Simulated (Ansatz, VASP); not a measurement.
C in VASP and in Ansatz

INCAR

```
SYSTEM = C
PREC = Accurate ; ENCUT = 520
EDIFF = 1E-6 ; ISMEAR = 0
SIGMA = 0.15 ; LREAL = .FALSE.
LASPH = .TRUE. ; NELM = 80
ALGO = Normal ; ISIF = 2
LWAVE = .FALSE. ; LCHARG = .TRUE.
GGA = PS ; IVDW = 12
LELF = .TRUE. ; LVHAR = .TRUE.
NBANDS = 16
```

File KPOINTS:

```
Automatic mesh
0
G
  21 21 8
  0 0 0
```

File POSCAR:

```
C
1.0
    2.4176748652      0.0000000000      0.0000000000
   -1.2088374326      2.0937678513      0.0000000000
    0.0000000000      0.0000000000      7.1275472700
C
4
Direct
    0.0000000000      0.0000000000      0.0025000000
    0.0000000000      0.0000000000      0.5025000000
    0.3333333333      0.6666666667      0.0025000000
    0.6666666667      0.3333333333      0.5025000000
```

Input for Ansatz:

```yaml
crystal:
  lattice:
    - [2.4176748652, 0.0, 0.0]
    - [-1.2088374326, 2.0937678513, 0.0]
    - [0.0, 0.0, 7.12754727]
  atoms:
    - { symbol: C, position: [0.0, 0.0, 0.0025] }
    - { symbol: C, position: [0.0, 0.0, 0.5025] }
    - { symbol: C, position: [0.3333333333, 0.6666666667, 0.0025] }
    - { symbol: C, position: [0.6666666667, 0.3333333333, 0.5025] }
basis:
  ecutwfc: 520.0
kpoints:
  mp_grid: { grid: [21, 21, 8] }
hamiltonian:
  xc: pbesol
  pseudopotentials: { kind: paw, azcp: { folder: soft_1 } }
  dispersion: d3bj
scf:
  occupations: { method: gaussian, width: 0.15 }
output:
  forces: true
  stress: true
  eigenvalues: true
```

Alike in both runs: task single point; functional PBEsol; dispersion D3(BJ); k mesh 21 × 21 × 8; occupations gaussian, width 0.15 eV; no spin polarisation.

|  | VASP | Ansatz |
| --- | --- | --- |
| version | VASP 6.6.1 | Ansatz 0.2.0 |
| potentials or method | VASP PAW PBE potentials, release 64 (C), cutoff 520 eV | scalar-relativistic, plane waves, PAW |
| valence electrons in the cell | 16 | 16 |

```csv
,VASP,Ansatz,Ansatz less VASP
gap on the k mesh at the Fermi level (eV),none,none,-
pressure (GPa),15.0,14.3,-0.72
"traceless stress, the component that is largest in VASP (GPa)",-16.91,-16.10,+0.811
```

VASP's potentials were made for PBE, not for PBEsol, and Ansatz warns of the same on its side. A gap of «none» marks a metal or a gap that the smearing closes.
